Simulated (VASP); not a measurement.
## CsGe3: single point with PBE

The system is CsGe3.

```
CELL_PARAMETERS angstrom
4.93678 0.00000 0.00000
0.00000 4.93678 0.00000
0.00000 0.00000 4.93678
ATOMIC_POSITIONS crystal
Cs 0.00000 0.00000 0.00000
Ge 0.50000 0.50000 0.00000
Ge 0.50000 0.00000 0.50000
Ge 0.00000 0.50000 0.50000
```

```yaml
Program: VASP 6.6.1
Task: single point
Functional: PBE
Potentials_or_basis: VASP PAW PBE potentials, release 64 (Cs_sv, Ge_d)
Cutoff: 520 eV
k_mesh: 4 × 4 × 4
Occupations: gaussian, width 0.1 eV
Spin: no spin polarisation
```

```json
{
 "Pressure": "-2.4 GPa",
 "Band gap on the k mesh": "zero (an odd number of electrons rules out a gap without spin polarisation)"
}
```

Levels at points of the mesh, in eV from the Fermi level:
| k point | band 23 | band 24 | band 25 | band 26 | band 27 | band 28 |
| --- | --- | --- | --- | --- | --- | --- |
| (0.00, 0.00, 0.00) | -1.35 | -1.35 | -1.35 | 1.37 | 1.37 | 1.37 |
| (0.50, 0.00, 0.00) | -1.53 | -1.53 | -0.56 | 0.16 | 0.64 | 0.64 |
| (0.50, 0.50, 0.00) | -2.52 | -1.05 | -0.36 | -0.36 | 0.21 | 0.94 |
| (0.50, 0.50, 0.50) | -3.39 | -0.91 | -0.91 | -0.91 | 3.74 | 3.74 |

It took 56 s on 1 thread of Intel Xeon 8259CL, with other jobs on the host, peak memory 0.25 GiB.

Caveat: spin-orbit coupling is left out, which moves the levels of the heavy elements.
